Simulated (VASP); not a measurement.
# SnSe2 (C2/m) in VASP: single point with r2SCAN

Aim: the single point of SnSe2 with r2SCAN.

Program: VASP 6.6.1. These are calculated values, not measurements. Logs are shortened: lines on timing, memory, paths and dates and some standing lists are left out, and cuts for length are marked.

### 1 The cell of the first run

It takes space group C2/m (No. 12, monoclinic). The conventional cell has a = 6.353 Å, b = 4.013 Å, c = 6.523 Å, α = 90.00°, β = 90.00°, γ = 90.00°. Within 3.5 Å of Sn (site symmetry 2/m) lie 6 Se at 2.64 to 2.76 Å. Within 3.5 Å of Se (site symmetry m) lie 3 Sn at 2.64 to 2.76 Å.

### 2 Single point, r2SCAN (strain +0.0450 x Voigt [1, -1, 0, 0, 0, 0])

POSCAR reads:

```
SnSe2
1.0
    4.0133931921      0.0000000000      0.0000000000
   -2.0066965961      3.1763578364      0.0000000000
    0.0000000000      0.0000000000      6.5233023644
Sn Se
1 2
Direct
    0.0000000000      0.0000000000      0.0000000000
    0.3333333333      0.6666666667      0.2412719747
    0.6666666667      0.3333333333      0.7587280253
```

INCAR.step1 reads:

```
SYSTEM = SnSe2
PREC     = Accurate       ! precision mode
ENCUT    = 520            ! plane-wave cutoff, eV
ISMEAR   = 0              ! smearing method
SIGMA    = 0.05           ! smearing width, eV
LREAL    = .False.        ! projectors in reciprocal space
LASPH    = .True.         ! aspherical terms in the spheres
NELM     = 100            ! most SCF steps
NBANDS   = 20             ! bands
GGA      = PE             ! functional
ALGO     = Normal         ! electronic algorithm
EDIFF    = 1E-4           ! SCF threshold, eV
LWAVE    = .True.         ! write WAVECAR
LCHARG   = .False.        ! write CHGCAR
```

INCAR.step2 reads:

```
SYSTEM = SnSe2
PREC     = Accurate       ! precision mode
ENCUT    = 520            ! plane-wave cutoff, eV
EDIFF    = 1E-6           ! SCF threshold, eV
ISMEAR   = 0              ! smearing method
SIGMA    = 0.05           ! smearing width, eV
LREAL    = .False.        ! projectors in reciprocal space
LASPH    = .True.         ! aspherical terms in the spheres
NELM     = 100            ! most SCF steps
ALGO     = Normal         ! electronic algorithm
ISIF     = 2              ! what is computed and relaxed
LWAVE    = .False.        ! write WAVECAR
LCHARG   = .False.        ! write CHGCAR
METAGGA  = R2SCAN         ! meta-GGA
LMIXTAU  = .True.       
NBANDS   = 20             ! bands
ISTART   = 1
```

KPOINTS reads:

```
regular mesh
0
Gamma
  12 12 4
  0 0 0
```

Potentials or basis: VASP PAW PBE potentials, release 64 (Sn_d, Se).

On the command line:

```sh
$ cat potpaw_PBE.64/Sn_d/POTCAR potpaw_PBE.64/Se/POTCAR > POTCAR
$ cp INCAR.step1 INCAR
$ mpirun -np 1 vasp_std > vasp.out
$ cp INCAR.step2 INCAR
$ mpirun -np 1 vasp_std > vasp.out
```

OUTCAR:

```text
SYSTEM = SnSe2
   PREC = Accurate
   ENCUT = 520
   EDIFF = 1E-6
   ISMEAR = 0
   LREAL = .False.
   LASPH = .True.
   NELM = 100
   ISIF = 2
   METAGGA = R2SCAN
   ISTART = 1

 ion  position               nearest neighbor table
   1  0.000  0.000  0.000-   2 2.64   3 2.64   3 2.76   2 2.76   3 2.76   2 2.76
   2  0.333  0.667  0.241-   1 2.64   1 2.76   1 2.76
   3  0.667  0.333  0.759-   1 2.64   1 2.76   1 2.76

  Warning from LATTYP: Monoclinic adjustment (A1->A3, A2->A1, A3->A2)!
  LATTYP: Found a base centered orthorhombic cell.
 ALAT       =     4.0133931921
 B/A-ratio  =     1.5828789677
 C/A-ratio  =     1.6253833233

  Lattice vectors:

 A1 = (   2.0066965961,  -3.1763578364,   0.0000000000)
 A2 = (   2.0066965960,   3.1763578364,   0.0000000000)
 A3 = (   0.0000000000,   0.0000000000,   6.5233023644)

Analysis of symmetry for initial positions (statically):
=====================================================================
 Subroutine PRICEL returns:
 Original cell was already a primitive cell.

 Routine SETGRP: Setting up the symmetry group for a
 base centered orthorhombic supercell.

 Subroutine GETGRP returns: Found  4 space group operations
 (whereof  4 operations were pure point group operations)
 out of a pool of  8 trial point group operations.

The static configuration has the point symmetry C_2h.

Analysis of symmetry for dynamics (positions and initial velocities):
=====================================================================
 Subroutine PRICEL returns:
 Original cell was already a primitive cell.

 Routine SETGRP: Setting up the symmetry group for a
 base centered orthorhombic supercell.

 Subroutine GETGRP returns: Found  4 space group operations
 (whereof  4 operations were pure point group operations)
 out of a pool of  8 trial point group operations.

The dynamic configuration has the point symmetry C_2h.

 Subroutine INISYM returns: Found  4 space group operations
 (whereof  4 operations are pure point group operations),
 and found     1 'primitive' translations

----------------------------------------------------------------------------------------

                                     Primitive cell

  volume of cell :      83.1589

  direct lattice vectors                    reciprocal lattice vectors
     4.013393192  0.000000000  0.000000000     0.249165719  0.157412995  0.000000000
    -2.006696596  3.176357836  0.000000000     0.000000000  0.314825990  0.000000000
     0.000000000  0.000000000  6.523302364     0.000000000  0.000000000  0.153296589

  length of vectors
     4.013393192  3.757137252  6.523302364     0.294724289  0.314825990  0.153296589

  position of ions in fractional coordinates (direct lattice)
     0.000000000  0.000000000  0.000000000
     0.333333333  0.666666667  0.241271975
     0.666666667  0.333333333  0.758728025

  ion indices of the primitive-cell ions
   primitive index   ion index
                 1           1
                 2           2
                 3           3

----------------------------------------------------------------------------------------

 KPOINTS: regular mesh

Automatic generation of k-mesh.
 Grid dimensions read from file:
 generate k-points for:   12   12    4

 Generating k-lattice:

  Cartesian coordinates                     Fractional coordinates (reciprocal lattice)
     0.020763810  0.013117750  0.000000000     0.083333333  0.000000000  0.000000000
     0.000000000  0.026235499  0.000000000     0.000000000  0.083333333  0.000000000
     0.000000000  0.000000000  0.038324147     0.000000000  0.000000000  0.250000000

  Length of vectors
     0.024560357  0.026235499  0.038324147

  Shift w.r.t. Gamma in fractional coordinates (k-lattice)
     0.000000000  0.000000000  0.000000000

 Subroutine IBZKPT returns following result:
 ===========================================

 Found    164 irreducible k-points:

 Following reciprocal coordinates:
            Coordinates               Weight
  0.000000  0.000000  0.000000      1.000000
  0.083333  0.000000  0.000000      4.000000
  0.166667  0.000000  0.000000      4.000000
  0.250000  0.000000  0.000000      4.000000
  0.333333 -0.000000  0.000000      4.000000
  0.416667  0.000000  0.000000      4.000000
[... 16 lines left out ...]
  0.333333  0.166667  0.000000      4.000000
  0.416667  0.166667  0.000000      4.000000
 [... further k-points ...]
   k-points           NKPTS =    164   k-points in BZ     NKDIM =    164   number of bands    NBANDS=     20
   number of dos      NEDOS =    301   number of ions     NIONS =      3
   total plane-waves  NPLWV =  42000
   dimension x,y,z NGX =    30 NGY =   28 NGZ =   50
   dimension x,y,z NGXF=    60 NGYF=   56 NGZF=  100
   ions per type =               1   2
   NGX,Y,Z   is equivalent  to a cutoff of  12.43, 12.39, 12.74 a.u.
   NGXF,Y,Z  is equivalent  to a cutoff of  24.85, 24.78, 25.48 a.u.
 SYSTEM =  SnSe2
   PREC   = accura    normal or accurate (medium, high low for compatibility)
   ISTART =      1    job   : 0-new  1-cont  2-samecut
   ICHARG =      0    charge: 1-file 2-atom 10-const
   ISPIN  =      1    spin polarized calculation?
   LNONCOLLINEAR =      F non collinear calculations
   LSORBIT =      F    spin-orbit coupling
   LASPH  =      T    aspherical Exc in radial PAW
   ENCUT  =  520.0 eV  38.22 Ry    6.18 a.u.   7.46  6.99 12.13*2*pi/ulx,y,z
   NELM   =    100;   NELMIN=  2; NELMDL=  0     # of ELM steps
   EDIFF  = 0.1E-05   stopping-criterion for ELM
   LREAL  =      F    real-space projection
   EDIFFG = 0.1E-04   stopping-criterion for IOM
   NSW    =      0    number of steps for IOM
   IBRION =     -1    ionic relax: 0-MD 1-quasi-New 2-CG
   NFREE  =      0    steps in history (QN), initial steepest desc. (CG)
   ISIF   =      2    stress and relaxation
   ISYM   =      2    0-nonsym 1-usesym 2-fastsym
   POTIM  = 0.5000    time-step for ionic-motion
   TEBEG  =    0.0;   TEEND  =   0.0 temperature during run
   PSTRESS=    0.0 pullay stress
   NELECT =      26.0000    total number of electrons
   NUPDOWN=      -1.0000    fix difference up-down
   EMIN   =  10.00;   EMAX   =-10.00  energy-range for DOS
   EFERMI =   0.00;   METHOD = LEGACY
   ISMEAR =     0;   SIGMA  =   0.05  broadening in eV -4-tet -1-fermi 0-gaus
   EFERMI_NEDOS =   21; number of points for ismear=-14 and -15
   IALGO  =     38    algorithm
   IMIX   =      4    mixing-type and parameters
     AMIX     =   0.40;   BMIX     =  1.00
     AMIX_MAG =   1.60;   BMIX_MAG =  1.00
  volume/ion in A,a.u.               =      27.72       187.06
  Fermi-wavevector in a.u.,A,eV,Ry     =   1.111125  2.099723 16.797747  1.234600
  Thomas-Fermi vector in A             =   2.247685
   LORBIT       =      0    0 simple, 1 ext, 2 COOP (PROOUT), +10 PAW based schemes
   METAGGA = R2SCAN    functional components
   LHFCALC =     F    Hartree Fock is set to
   AEXX    =    0.0000 exact exchange contribution
   IVDW    =     0    specifies the selected vdW correction
   LEPSILON=     F    determine dielectric tensor
   LRPA    =     F    only Hartree local field effects (RPA)
 non-spin polarized calculation
 Gauss-broadening in eV      SIGMA  =   0.05
  energy-cutoff  :      520.00
  volume of cell :       83.16
 maximum number of plane-waves:      2264
 NGX is ok and might be reduce to    30
   NGX = 15   NGY = 13   NGZ = 25

 number of electron      25.9999999 magnetization

 Free energy of the ion-electron system (eV)
  ---------------------------------------------------
  ext. energy  EPLUGINS =         0.00000000
  ---------------------------------------------------
  free energy    TOTEN  =       -54.56298226 eV

  energy without entropy =      -54.56298226  energy(sigma->0) =      -54.56298226

 E-fermi :   3.3794     XC(G=0):  -9.5962

 val. band max:        3.1642336003   @ k =   0.1667   0.0000   0.0000
 cond. band min:       3.7391171723   @ k =   0.0000   0.5000   0.2500
 fundamental gap:      0.5748835720
 Fermi energy:         3.3794089025

 k-point     1 :       0.0000    0.0000    0.0000
  band No.  band energies     occupation
      1     -18.7856      2.00000
      2     -18.7593      2.00000
      3     -18.7225      2.00000
      4     -18.7110      2.00000
      5     -18.6945      2.00000
      6     -11.0585      2.00000
[... 12 lines left out ...]
     19      12.0316      0.00000
     20      12.9152      0.00000

 k-point     2 :       0.0833    0.0000    0.0000
  band No.  band energies     occupation
      1     -18.7865      2.00000
      2     -18.7597      2.00000
      3     -18.7221      2.00000
      4     -18.7099      2.00000
      5     -18.6950      2.00000
      6     -10.9923      2.00000
[... 12 lines left out ...]
     19      11.8012      0.00000
     20      12.7948      0.00000

 k-point     3 :       0.1667    0.0000    0.0000
  band No.  band energies     occupation
      1     -18.7920      2.00000
      2     -18.7584      2.00000
      3     -18.7217      2.00000
      4     -18.7069      2.00000
      5     -18.6948      2.00000
      6     -10.7985      2.00000
[... 12 lines left out ...]
     19      12.0839      0.00000
     20      12.5332      0.00000

 k-point     4 :       0.2500    0.0000    0.0000
  band No.  band energies     occupation
      1     -18.8037      2.00000
      2     -18.7546      2.00000
      3     -18.7219      2.00000
      4     -18.7040      2.00000
      5     -18.6903      2.00000
      6     -10.4932      2.00000
[... 12 lines left out ...]
     19      12.0779      0.00000
     20      12.7493      0.00000

 k-point     5 :       0.3333   -0.0000    0.0000
  band No.  band energies     occupation
      1     -18.8172      2.00000
      2     -18.7516      2.00000
      3     -18.7230      2.00000
      4     -18.7010      2.00000
      5     -18.6823      2.00000
      6     -10.1123      2.00000
[... 12 lines left out ...]
     19      12.4848      0.00000
     20      12.9230      0.00000
[... 353 lines left out ...]
      6     -10.2500      2.00000
[... 12 lines left out ...]
     19      10.8296      0.00000
     20      13.2026      0.00000

 k-point    22 :       0.2500    0.1667    0.0000
  band No.  band energies     occupation
      1     -18.8132      2.00000
      2     -18.7593      2.00000
      3     -18.7284      2.00000
      4     -18.6989      2.00000
      5     -18.6749      2.00000
      6      -9.8834      2.00000
[... 12 lines left out ...]
     19      10.9231      0.00000
     20      13.1647      0.00000

 k-point    23 :       0.3333    0.1667    0.0000
  band No.  band energies     occupation
      1     -18.8187      2.00000
      2     -18.7608      2.00000
      3     -18.7256      2.00000
      4     -18.6976      2.00000
      5     -18.6729      2.00000
      6      -9.5324      2.00000
[... 12 lines left out ...]
     19      11.6161      0.00000
     20      13.1547      0.00000

 k-point    24 :       0.4167    0.1667    0.0000
  band No.  band energies     occupation
      1     -18.8179      2.00000
      2     -18.7635      2.00000
      3     -18.7223      2.00000
      4     -18.6964      2.00000
      5     -18.6761      2.00000
      6      -9.3750      2.00000
[... 12 lines left out ...]
     19      12.4136      0.00000
     20      13.3914      0.00000

 [... further k-points ...]
[... 5 lines left out ...]
  --------------------------------------------------------------------------------------
  -------------------------------------------------------------------------------------
  Total       -1.3003361      1.9481496      0.0709477     -0.0000000      0.1784166     -0.0000000
  in kB      -25.0528740     37.5339468      1.3669114     -0.0000000      3.4374555     -0.0000000
  external PRESSURE =       4.6159947 kB  Pullay stress =       0.0000000 kB

 VOLUME and BASIS-vectors are now :
 -----------------------------------------------------------------------------
  energy-cutoff  :      520.00
  volume of cell :       83.16
      direct lattice vectors                 reciprocal lattice vectors
     4.013393192  0.000000000  0.000000000     0.249165719  0.157412995  0.000000000
    -2.006696596  3.176357836  0.000000000     0.000000000  0.314825990  0.000000000
     0.000000000  0.000000000  6.523302364     0.000000000  0.000000000  0.153296589

 POSITION                                       TOTAL-FORCE (eV/Angst)
 -----------------------------------------------------------------------------------
      0.00000      0.00000      0.00000         0.000000      0.000000      0.000000
     -0.00000      2.11757      1.57389        -0.000000      0.058977      0.028882
      2.00670      1.05879      4.94941         0.000000     -0.058977     -0.028882
 -----------------------------------------------------------------------------------
    total drift:                                0.000000     -0.000000      0.000000

  FREE ENERGIE OF THE ION-ELECTRON SYSTEM (eV)
  ---------------------------------------------------
  free  energy   TOTEN  =       -54.5629822611 eV

  energy  without entropy=      -54.5629822611  energy(sigma->0) =      -54.56298226
```

Run time: 34 min. Hardware: 1 thread of Intel Xeon 8259CL, shared host; peak memory 0.37 GiB.

What came out:

| Property | Result |
| --- | --- |
| Free energy | -54.5630 eV |
| Pressure | 0.5 GPa |
| Largest force | 0.066 eV/Å |
| Band gap on the k mesh | 0.57 eV (least direct gap 1.41 eV) |

Forces in eV/Å, atoms in the order of the input:
```
Sn   0.000  0.000  0.000
Se   0.000  0.059  0.029
Se   0.000 -0.059 -0.029
```

Stress tensor (GPa, compression positive):
```
-2.51  0.00  0.00
 0.00  3.75  0.34
 0.00  0.34  0.14
```

Caveat: the cell differs from its parent crystal (strain +0.0450 x Voigt [1, -1, 0, 0, 0, 0]); the stress differs along the axes, from -3 to 4 GPa; semilocal functionals underestimate gaps, and a narrow one can read as zero; the PAW data sets were made with another functional, which shifts forces and pressure a little; spin-orbit coupling is left out, which moves the levels of the heavy elements. A k mesh can miss the band edges.
